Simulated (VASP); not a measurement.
# BN in VASP: relaxation of the atoms with PBEsol

Aim: the relaxation of the atoms of BN with PBEsol.

Program: VASP 6.6.1. These are calculated values, not measurements. Logs are shortened: lines on timing, memory, paths and dates and some standing lists are left out, and cuts for length are marked.

## 1. The cell of the first run

The cell holds a slab with vacuum, 12 atoms: a = 3.770 Å, b = 4.337 Å, c = 23.260 Å, α = 90.00°, β = 90.00°, γ = 112.55°.

## 2. Relaxation of the atoms, PBEsol

INCAR

```
ALGO = Normal
DIPOL = 0.5 0.5 0.500
EDIFF = 1E-6
EDIFFG = -0.03
ENCUT = 520
GGA = PS
IBRION = 2
IDIPOL = 3
ISIF = 2
ISMEAR = 0
KPAR = 4
LASPH = True
LCHARG = False
LDIPOL = True
LREAL = False
LWAVE = False
NELM = 80
NSW = 90
PREC = Accurate
SIGMA = 0.05
```

KPOINTS

```
k-points
0
Gamma
  8 7 1
```

POSCAR

```
BN
1.0
    3.7697978992      0.0000000000      0.0000000000
   -1.6634819993      4.0057209684      0.0000000000
    0.0000000000      0.0000000000     23.2604866755
B N
6 6
Selective dynamics
Direct
    0.0011289159      0.5003763053      0.3654265759  F F F
    0.0011289159      0.0003763053      0.4192559456  F F F
    0.0011289159      0.5003763053      0.4730853152  F F F
    0.0011289159      0.0003763053      0.5269146848  T T T
    0.0011289159      0.5003763053      0.5807440544  T T T
    0.0011289159      0.0003763053      0.6345734241  T T T
    0.0015720841      0.1671906947      0.3654265759  F F F
    0.0015720841      0.6671906947      0.4192559456  F F F
    0.0015720841      0.1671906947      0.4730853152  F F F
    0.0015720841      0.6671906947      0.5269146848  T T T
    0.0015720841      0.1671906947      0.5807440544  T T T
    0.0015720841      0.6671906947      0.6345734241  T T T
```

Potentials or basis: VASP PAW PBE potentials, release 64 (B, N).

Launch:

```bash
> cat potpaw_PBE.64/B/POTCAR potpaw_PBE.64/N/POTCAR > POTCAR
> mpirun -np 4 vasp_std > vasp.out
```

OUTCAR:

```text
EDIFF = 1E-6
   EDIFFG = -0.03
   ENCUT = 520
   GGA = PS
   IBRION = 2
   ISIF = 2
   ISMEAR = 0
   LASPH = True
   LREAL = False
   NELM = 80
   NSW = 90
   PREC = Accurate

 ion  position               nearest neighbor table
   1  0.001  0.500  0.365-   7 1.45   8 1.45
   2  0.001  0.000  0.419-   9 1.45   8 1.45   7 1.45
   3  0.001  0.500  0.473-  10 1.45   8 1.45   9 1.45
   4  0.001  0.000  0.527-   9 1.45  11 1.45  10 1.45
   5  0.001  0.500  0.581-  10 1.45  11 1.45  12 1.45
   6  0.001  0.000  0.635-  12 1.45  11 1.45
   7  0.002  0.167  0.365-   1 1.45   2 1.45
   8  0.002  0.667  0.419-   3 1.45   2 1.45   1 1.45
   9  0.002  0.167  0.473-   4 1.45   2 1.45   3 1.45
  10  0.002  0.667  0.527-   3 1.45   5 1.45   4 1.45
  11  0.002  0.167  0.581-   4 1.45   5 1.45   6 1.45
  12  0.002  0.667  0.635-   6 1.45   5 1.45

  LATTYP: Found a simple monoclinic cell.
 ALAT       =     3.7697978992
 B/A-ratio  =     6.1702211358
 C/A-ratio  =     1.1505636421
 COS(beta)  =    -0.3835212140

  Lattice vectors:

 A1 = (   3.7697978992,   0.0000000000,   0.0000000000)
 A2 = (   0.0000000000,   0.0000000000, -23.2604866755)
 A3 = (  -1.6634819993,   4.0057209684,   0.0000000000)

Analysis of symmetry for initial positions (statically):
=====================================================================
 Subroutine PRICEL returns:
 Original cell was already a primitive cell.

 Routine SETGRP: Setting up the symmetry group for a
 simple monoclinic supercell.

 Subroutine GETGRP returns: Found  2 space group operations
 (whereof  1 operations were pure point group operations)
 out of a pool of  4 trial point group operations.

The static configuration has the point symmetry C_1 .
 The point group associated with its full space group is C_1h.

Analysis of symmetry for dynamics (positions and initial velocities):
=====================================================================
 Subroutine PRICEL returns:
 Original cell was already a primitive cell.

 Routine SETGRP: Setting up the symmetry group for a
 simple monoclinic supercell.

 Subroutine GETGRP returns: Found  2 space group operations
 (whereof  1 operations were pure point group operations)
 out of a pool of  4 trial point group operations.

The dynamic configuration has the point symmetry C_1 .
 The point group associated with its full space group is C_1h.

Analysis of constrained symmetry for selective dynamics:
=====================================================================
 Subroutine PRICEL returns:
 Original cell was already a primitive cell.

 Routine SETGRP: Setting up the symmetry group for a
 simple monoclinic supercell.

 Subroutine GETGRP returns: Found  1 space group operations
 (whereof  1 operations were pure point group operations)
 out of a pool of  4 trial point group operations.

The constrained configuration has the point symmetry C_1 .

 Subroutine INISYM returns: Found  1 space group operations
 (whereof  1 operations are pure point group operations),
 and found     1 'primitive' translations

----------------------------------------------------------------------------------------

                                     Primitive cell

  volume of cell :     351.2510

  direct lattice vectors                    reciprocal lattice vectors
     3.769797899  0.000000000  0.000000000     0.265266210  0.110158837  0.000000000
    -1.663481999  4.005720968  0.000000000     0.000000000  0.249642950  0.000000000
     0.000000000  0.000000000 23.260486676     0.000000000  0.000000000  0.042991362

  length of vectors
     3.769797899  4.337392401 23.260486676     0.287230102  0.249642950  0.042991362

[... 83 lines left out ...]
   number of dos      NEDOS =    301   number of ions     NIONS =     12
   total plane-waves  NPLWV = 161280
   dimension x,y,z NGX =    28 NGY =   32 NGZ =  180
   dimension x,y,z NGXF=    56 NGYF=   64 NGZF=  360
   ions per type =               6   6
   NGX,Y,Z   is equivalent  to a cutoff of  12.35, 12.27, 12.86 a.u.
   NGXF,Y,Z  is equivalent  to a cutoff of  24.70, 24.53, 25.73 a.u.
 SYSTEM =  unknown system
   PREC   = accura    normal or accurate (medium, high low for compatibility)
   ISTART =      0    job   : 0-new  1-cont  2-samecut
   ICHARG =      2    charge: 1-file 2-atom 10-const
   ISPIN  =      1    spin polarized calculation?
   LNONCOLLINEAR =      F non collinear calculations
   LSORBIT =      F    spin-orbit coupling
   LASPH  =      T    aspherical Exc in radial PAW
   ENCUT  =  520.0 eV  38.22 Ry    6.18 a.u.   7.01  8.06 43.25*2*pi/ulx,y,z
   NELM   =     80;   NELMIN=  2; NELMDL= -5     # of ELM steps
   EDIFF  = 0.1E-05   stopping-criterion for ELM
   LREAL  =      F    real-space projection
   EDIFFG = -.3E-01   stopping-criterion for IOM
   NSW    =     90    number of steps for IOM
   IBRION =      2    ionic relax: 0-MD 1-quasi-New 2-CG
   NFREE  =      1    steps in history (QN), initial steepest desc. (CG)
   ISIF   =      2    stress and relaxation
   ISYM   =      2    0-nonsym 1-usesym 2-fastsym
   POTIM  = 0.5000    time-step for ionic-motion
   TEBEG  =    0.0;   TEEND  =   0.0 temperature during run
   PSTRESS=    0.0 pullay stress
   NELECT =      48.0000    total number of electrons
   NUPDOWN=      -1.0000    fix difference up-down
   EMIN   =  10.00;   EMAX   =-10.00  energy-range for DOS
   EFERMI =   0.00;   METHOD = LEGACY
   ISMEAR =     0;   SIGMA  =   0.05  broadening in eV -4-tet -1-fermi 0-gaus
   EFERMI_NEDOS =   21; number of points for ismear=-14 and -15
   IALGO  =     38    algorithm
   IMIX   =      4    mixing-type and parameters
     AMIX     =   0.40;   BMIX     =  1.00
     AMIX_MAG =   1.60;   BMIX_MAG =  1.00
  volume/ion in A,a.u.               =      29.27       197.53
  Fermi-wavevector in a.u.,A,eV,Ry     =   0.843236  1.593486  9.674392  0.711048
  Thomas-Fermi vector in A             =   1.958072
   LORBIT       =      0    0 simple, 1 ext, 2 COOP (PROOUT), +10 PAW based schemes
   GGA     = PS    functional components
   LHFCALC =     F    Hartree Fock is set to
   AEXX    =    0.0000 exact exchange contribution
   IVDW    =     0    specifies the selected vdW correction
   LEPSILON=     F    determine dielectric tensor
   LRPA    =     F    only Hartree local field effects (RPA)
 conjugate gradient relaxation of ions
 non-spin polarized calculation
 Gauss-broadening in eV      SIGMA  =   0.05
  energy-cutoff  :      520.00
  volume of cell :      351.25
 maximum number of plane-waves:      9526
   NGX = 15   NGY = 17   NGZ = 87

--------------------------------------- Ionic step        1  -------------------------------------------

 number of electron      48.0000002 magnetization

 Free energy of the ion-electron system (eV)
  ---------------------------------------------------
  ext. energy  EPLUGINS =         0.00000000
  ---------------------------------------------------
  free energy    TOTEN  =      -100.12364961 eV

  energy without entropy =     -100.12364961  energy(sigma->0) =     -100.12364961

------------------------ aborting loop because EDIFF is reached ----------------------------------------

  FORCE on cell =-STRESS in cart. coord.  units (eV):
  Direction    XX          YY          ZZ          XY          YZ          ZX
  --------------------------------------------------------------------------------------
  -------------------------------------------------------------------------------------
  Total       -2.3559128    -12.4499496     -5.7566724      4.4132042      0.0000003      0.0000001
  in kB      -10.7461337    -56.7885287    -26.2581748     20.1301516      0.0000011      0.0000003
  external PRESSURE =     -31.2642791 kB  Pullay stress =       0.0000000 kB
[... 73 lines left out ...]
  FREE ENERGIE OF THE ION-ELECTRON SYSTEM (eV)
  ---------------------------------------------------
  free  energy   TOTEN  =       -92.6827314966 eV

  energy  without entropy=      -92.6827314966  energy(sigma->0) =      -92.68273150

 dipolmoment           0.000000      0.000000     -0.000853 electrons x Angstroem

--------------------------------------- Ionic step        3  -------------------------------------------

 number of electron      48.0000005 magnetization

------------------------ aborting loop because EDIFF is reached ----------------------------------------
[... 35 lines left out ...]
  FREE ENERGIE OF THE ION-ELECTRON SYSTEM (eV)
  ---------------------------------------------------
  free  energy   TOTEN  =      -100.5233571944 eV

  energy  without entropy=     -100.5233571944  energy(sigma->0) =     -100.52335719

 vacuum level on the upper side and lower side of the slab       (xc-potential included)        -0.021        -0.255

[... ionic steps 4 to 35 ...]

--------------------------------------- Ionic step       36  -------------------------------------------

 number of electron      48.0000002 magnetization

------------------------ aborting loop because EDIFF is reached ----------------------------------------
[... 87 lines left out ...]
--------------------------------------- Ionic step       38  -------------------------------------------

 number of electron      48.0000002 magnetization

 dipolmoment           0.000000      0.000000      0.078508 electrons x Angstroem

 Free energy of the ion-electron system (eV)
  ---------------------------------------------------
  ext. energy  EPLUGINS =         0.00000000
  ---------------------------------------------------
  free energy    TOTEN  =      -101.39102594 eV

  energy without entropy =     -101.39102594  energy(sigma->0) =     -101.39102594

 E-fermi :  -3.4596     XC(G=0):  -3.8895

 val. band max:       -3.7544627401   @ k =   0.0000   0.0000   0.0000
 cond. band min:      -2.5698076463   @ k =   0.0000   0.4286   0.0000
 fundamental gap:      1.1846550939
 Fermi energy:        -3.4596211244

 k-point     1 :       0.0000    0.0000    0.0000
  band No.  band energies     occupation
      1     -21.7517      2.00000
      2     -20.7613      2.00000
      3     -19.1697      2.00000
      4     -18.6694      2.00000
      5     -18.2489      2.00000
      6     -17.3561      2.00000
[... 805 lines left out ...]
     30       3.3720      0.00000
     31       3.5361      0.00000

 [... further k-points ...]

------------------------ aborting loop because EDIFF is reached ----------------------------------------

 vacuum level on the upper side and lower side of the slab       (xc-potential included)         0.450        -0.472

  FORCE on cell =-STRESS in cart. coord.  units (eV):
  Direction    XX          YY          ZZ          XY          YZ          ZX
  --------------------------------------------------------------------------------------
  -------------------------------------------------------------------------------------
  Total       -0.9049061     -4.6454539     -2.7097961      1.3911197      1.5068328     -0.5540363
  in kB       -4.1275899    -21.1895231    -12.3603178      6.3453782      6.8731857     -2.5271514
  external PRESSURE =     -12.5591436 kB  Pullay stress =       0.0000000 kB
[... 27 lines left out ...]
  FREE ENERGIE OF THE ION-ELECTRON SYSTEM (eV)
  ---------------------------------------------------
  free  energy   TOTEN  =      -101.3910259369 eV

  energy  without entropy=     -101.3910259369  energy(sigma->0) =     -101.39102594

 reached required accuracy - stopping structural energy minimisation

 vacuum level on the upper side and lower side of the slab         3.335         2.394
```

Run time: 32 min. Hardware: 4 MPI ranks of Intel Xeon Platinum 8259CL at 2.50GHz (Skylake/Cascade Lake), shared host; peak memory 0.58 GiB.

Results:

```yaml
Free_energy: -101.3910 eV
Band_gap_on_the_k_mesh: 1.18 eV (least direct gap 1.82 eV)
```

Final structure:
```cif
data_structure
_symmetry_space_group_name_H-M 'P 1'
_symmetry_Int_Tables_number 1
_cell_length_a 3.7698
_cell_length_b 4.3374
_cell_length_c 23.2605
_cell_angle_alpha 90.000
_cell_angle_beta 90.000
_cell_angle_gamma 112.552
_cell_volume 351.25
loop_
_atom_site_label
_atom_site_type_symbol
_atom_site_fract_x
_atom_site_fract_y
_atom_site_fract_z
_atom_site_occupancy
B1 B 0.00113 0.50038 0.36543 1
B2 B 0.00113 0.00038 0.41926 1
B3 B 0.00113 0.50038 0.47309 1
B4 B 0.00014 0.99880 0.52609 1
B5 B 0.00222 0.50490 0.58355 1
B6 B 0.99862 0.94529 0.62253 1
N1 N 0.00157 0.16719 0.36543 1
N2 N 0.00157 0.66719 0.41926 1
N3 N 0.00157 0.16719 0.47309 1
N4 N 0.00211 0.66684 0.52721 1
N5 N 0.99852 0.16916 0.58043 1
N6 N 0.00508 0.65906 0.63791 1
```

Levels at points of the mesh, in eV from the valence-band top:
| k point | band 20 | band 21 | band 22 | band 23 | band 24 | band 25 | band 26 | band 27 | band 28 | band 29 |
| --- | --- | --- | --- | --- | --- | --- | --- | --- | --- | --- |
| (0.00, 0.00, 0.00) | -1.33 | -1.23 | -0.83 | -0.34 | 0.00 | 1.83 | 3.75 | 3.97 | 4.05 | 4.61 |
| (0.50, 0.00, 0.00) | -1.08 | -1.01 | -0.69 | -0.63 | -0.22 | 2.09 | 3.99 | 4.44 | 4.70 | 4.89 |

Caveat: the PAW data sets were made with another functional, which shifts forces and pressure a little.
